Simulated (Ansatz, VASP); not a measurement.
**Two plane-wave programs on MoS2**

```
CELL_PARAMETERS angstrom
1.60786 0.92830 6.28643
-1.60786 0.92830 6.28643
0.00000 -1.85660 6.28643
ATOMIC_POSITIONS crystal
Mo 0.00000 0.00000 0.00000
S 0.74909 0.74909 0.74909
S 0.25091 0.25091 0.25091
```

Alike in both runs: functional r2SCAN; k mesh 18 × 18 × 18; occupations gaussian, width 0.1 eV; no spin polarisation.

Ansatz relaxed the structure, and its values are those at the end. VASP's run is a single point on that final structure, the one shown.

```csv
,VASP,Ansatz
version,VASP 6.6.1,Ansatz 0.2.0
potentials or method,"VASP PAW PBE potentials, release 64 (Mo_sv, S), cutoff 550 eV","scalar-relativistic, plane waves, PAW"
valence electrons in the cell,26,26
```

|  | VASP | Ansatz | Ansatz less VASP |
| --- | --- | --- | --- |
| gap on the k mesh at the Fermi level (eV) | none | none | - |
| pressure (GPa) | 0.1 | 0.0 | -0.04 |
| rms of the force components (eV/Å) | 0.004 | 0.001 | -0.0023 |

VASP's potentials were made for PBE, not for r2SCAN. A gap of «none» marks a metal or a gap that the smearing closes. With one functional, cell and mesh, what is left measures potentials, basis and numerics.
